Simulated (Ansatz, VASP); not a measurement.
# Sb in VASP and in Ansatz

```
Sb
1.0
     2.10074    1.18270    3.71008
    -2.20046    1.22572    3.75309
    -0.01261   -2.52074    3.76883
Sb
2
Direct
  0.23364 0.23364 0.23364
  0.76636 0.76636 0.76636
```

Change from the starting cell: equal xy, yz and zx shear strains of -2 %, PAW files.

Alike in both runs: task electric field gradients; functional PBE; k mesh 9 × 9 × 9; occupations fermi-dirac, width 0.05 eV; no spin polarisation.

```csv
,VASP,Ansatz
version,VASP 6.6.1,Ansatz 0.2.0
potentials or method,"VASP PAW PBE potentials, release 64 (Sb)","PAW with Ansatz's default frozen-core files, scalar-relativistic"
plane-wave cutoff (eV),520,420
valence electrons in the cell,10,30
```

|  | VASP | Ansatz | Ansatz less VASP |
| --- | --- | --- | --- |
| pressure (GPa) | 3.2 | 3.2 | -0.08 |
| traceless stress, the component that is largest in VASP (GPa) | 1.28 | 1.27 | -0.005 |
| rms of the force components (eV/Å) | 0.157 | 0.133 | -0.0237 |
| size of Vzz on the site where it differs most (V/Å²) | 49.7 | 53.4 | +3.66 |

Atom by atom the forces differ by 0.026 eV/Å (rms over components). The functional is the same, so the differences come from potentials, cutoffs and numerics. VASP's potentials hold 10 valence electrons a cell and Ansatz's 30, so a difference there can come from the potentials and not from the codes.

Neither program's run includes spin-orbit coupling.
